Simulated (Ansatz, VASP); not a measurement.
## Cu in VASP and in Ansatz

The input INCAR:

```
PREC = Accurate
ENCUT = 600
EDIFF = 1E-6
ISMEAR = -1
SIGMA = 0.06122561905347299
LREAL = False
LASPH = True
NELM = 120
ALGO = Normal
ISIF = 2
LWAVE = False
LCHARG = False
GGA = PE
NBANDS = 12
GGA_COMPAT = False
```

KPOINTS

```
Automatic mesh
0
Gamma
  12 12 12
```

Contents of POSCAR:

```
Cu
1.0
    0.0000000000      1.7963730465      1.7963730465
    1.7963730465      0.0000000000      1.7963730465
    1.7963730465      1.7963730465      0.0000000000
Cu
1
Direct
    0.0000000000      0.0000000000      0.0000000000
```

Input for Ansatz:

```yaml
crystal:
  atoms:
  - position: [0.0, 0.0, 0.0]
    symbol: Cu
  lattice:
  - [0.0, 1.796373046485196, 1.796373046485196]
  - [1.796373046485196, 0.0, 1.796373046485196]
  - [1.796373046485196, 1.796373046485196, 0.0]
hamiltonian:
  dispersion: none
  pseudopotentials:
    kind: all_electron
    lapw: {}
    relativity: scalar
  xc: pbe
kpoints:
  mp_grid:
    grid: [12, 12, 12]
    shift: [0, 0, 0]
magnetization: {spin_polarized: false}
output: {forces: true, stress: true}
scf:
  occupations: {method: fermi_dirac, width: 0.06122561905347299}
```

Alike in both runs: task single point; functional PBE; k mesh 12 × 12 × 12; occupations fermi-dirac, width 0.0612256 eV; no spin polarisation.

```csv
,VASP,Ansatz
version,VASP 6.6.1,Ansatz 0.2 development build
potentials or method,"VASP PAW PBE potentials, release 64 (Cu), cutoff 600 eV","all-electron full-potential LAPW, scalar-relativistic"
```

VASP gave:

| Item | Value |
| --- | --- |
| pressure (GPa) | 5.2 |

**Question.** Estimate Ansatz's values.

**Answer.** Pressure (GPa): 4.6.

Ansatz ran all-electron here, and VASP with PAW potentials.
